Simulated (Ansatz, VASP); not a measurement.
## Two plane-wave programs on Tc

File INCAR:

```
  PREC = Accurate
  ENCUT = 520
  EDIFF = 1E-6
  ISMEAR = -1
  SIGMA = 0.05
  LREAL = False
  LASPH = True
  NELM = 80
  ALGO = Normal
  ISIF = 2
  LWAVE = False
  LCHARG = False
  GGA = PS
  NBANDS = 34
```

Contents of KPOINTS:

```
Automatic mesh
0
Gamma
  9 9 3
```

POSCAR

```
Tc
1.0
    2.7393552909      0.0000000000      0.0000000000
   -1.3696776454      2.3723512719      0.0000000000
    0.0000000000      0.0000000000      8.8573812844
Tc
4
Direct
    0.6666666667      0.3333333333      0.7500000000
    0.0000000000      0.0000000000      0.5000000000
    0.3333333333      0.6666666667      0.2500000000
    0.0000000000      0.0000000000      0.0000000000
```

File input.yaml:

```yaml
crystal:
  lattice:
    - [2.7393552909, 0.0, 0.0]
    - [-1.3696776454, 2.3723512719, 0.0]
    - [0.0, 0.0, 8.8573812844]
  atoms:
    - { symbol: Tc, position: [0.6666666667, 0.3333333333, 0.75] }
    - { symbol: Tc, position: [0.0, 0.0, 0.5] }
    - { symbol: Tc, position: [0.3333333333, 0.6666666667, 0.25] }
    - { symbol: Tc, position: [0.0, 0.0, 0.0] }
hamiltonian:
  xc: pbesol
  pseudopotentials: { kind: paw }
kpoints:
  mp_grid: { grid: [9, 9, 3] }
scf:
  occupations: { method: fermi_dirac, width: 0.05 }
output:
  forces: true
  stress: true
  eigenvalues: true
  write_density: true
  write_potential: true
  elf: true
  volumetric_format: npy
```

Alike in both runs: task single point; functional PBEsol; k mesh 9 × 9 × 3; occupations fermi-dirac, width 0.05 eV; no spin polarisation.

|  | VASP | Ansatz |
| --- | --- | --- |
| version | VASP 6.6.1 | Ansatz 0.2.0 |
| potentials or method | VASP PAW PBE potentials, release 64 (Tc_pv) | Ansatz PAW earlier set |
| plane-wave cutoff (eV) | 520 | 500 |
| valence electrons in the cell | 52 | 60 |

Ansatz gave:

* gap on the k mesh at the Fermi level (eV): none
* pressure (GPa): -8.1
* traceless stress, the component that is largest in VASP (GPa): -4.14

Problem. Estimate VASP's values.

Solution. gap on the k mesh at the Fermi level (eV): none; pressure (GPa): -8.8; traceless stress, the component that is largest in VASP (GPa): -4.15.

VASP's potentials were made for PBE, not for PBEsol. A gap of «none» marks a metal or a gap that the smearing closes. VASP's potentials hold 52 valence electrons a cell and Ansatz's 60, so a difference there can come from the potentials and not from the codes.
